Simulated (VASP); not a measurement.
TiC: single point with r2SCAN+D4

The system is TiC.

```
Ti C
1.0
     0.00000    2.20819    2.20819
     2.20819    0.00000    2.20819
     2.20819    2.20819    0.00000
Ti C
1 1
Direct
  0.00000 0.00000 0.00000
  0.50000 0.50000 0.50000
```

* Program: VASP 6.6.1
* Task: single point
* Functional: r2SCAN
* Dispersion: D4
* Potentials or basis: VASP PAW PBE potentials, release 64 (Ti_sv, C)
* Cutoff: 520 eV
* k mesh: 11 × 11 × 11
* Occupations: fermi-dirac, width 0.05 eV
* Spin: no spin polarisation
* Dipole correction: no
* Further INCAR settings: ALGO = Normal; EDIFF = 1e-06; NBANDS = 15

The pressure is -14.8 GPa, the band gap on the k mesh is zero (band 8 reaches 9.65 eV, above the bottom of band 9 at 8.36 eV) and the dispersion energy per atom is -0.096 eV.

Levels at points of the mesh, in eV from the Fermi level:
```tsv
k point	band 6	band 7	band 8	band 9	band 10	band 11
(0.00, 0.00, 0.00)	0.75	0.75	0.75	1.50	1.50	1.51
```

It took 68 s on 1 thread of Intel(R) Xeon(R) Platinum 8259CL CPU @ 2.50GHz (Skylake/Cascade Lake) (shared host), peak memory 0.15 GiB.

Caveat: the PAW data sets were made with another functional, which shifts forces and pressure a little; pairwise dispersion overbinds metals, which lowers pressure and volume.
